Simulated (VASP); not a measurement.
A run of VASP 6.6.1:

The input INCAR:

```
SYSTEM = Au
PREC     = Accurate       ! precision mode
ENCUT    = 520            ! plane-wave cutoff, eV
EDIFF    = 1E-7           ! SCF threshold, eV
ISMEAR   = -1             ! smearing method
SIGMA    = 0.1            ! smearing width, eV
LREAL    = .FALSE.        ! projectors in reciprocal space
LASPH    = .TRUE.         ! aspherical terms in the spheres
NELM     = 80             ! most SCF steps
ALGO     = Normal         ! electronic algorithm
ISIF     = 2              ! what is computed and relaxed
LWAVE    = .FALSE.        ! write WAVECAR
LCHARG   = .TRUE.         ! write CHGCAR
LELF     = .TRUE.         ! ELF
LVHAR    = .TRUE.       
NBANDS   = 12             ! bands
```

Contents of KPOINTS:

```
regular mesh
0
G
  17 17 17
  0 0 0
```

Contents of POSCAR:

```
Au
1.0
   -1.3928515339      1.3928515339      1.3928515339
    1.3928515339     -1.3928515339      1.3928515339
    1.3928515339      1.3928515339     -1.3928515339
Au
1
Direct
    0.0000000000      0.0000000000      0.0000000000
```

Potentials or basis: VASP PAW LDA potentials, release 64 (Au).

The run is started by

```bash
$ cat potpaw_LDA.64/Au/POTCAR > POTCAR
$ mpirun -np 1 vasp_std > vasp.out
```

Hardware: 1 thread of Intel(R) Xeon(R) Platinum 8488C (Sapphire Rapids), with other jobs on the host.

Problem. Estimate the wall time of this run.

Solution. It took 11 s on 1 thread of Intel(R) Xeon(R) Platinum 8488C (Sapphire Rapids) (shared host), peak memory 0.13 GiB. Counts: scf iterations 11, k points 165.
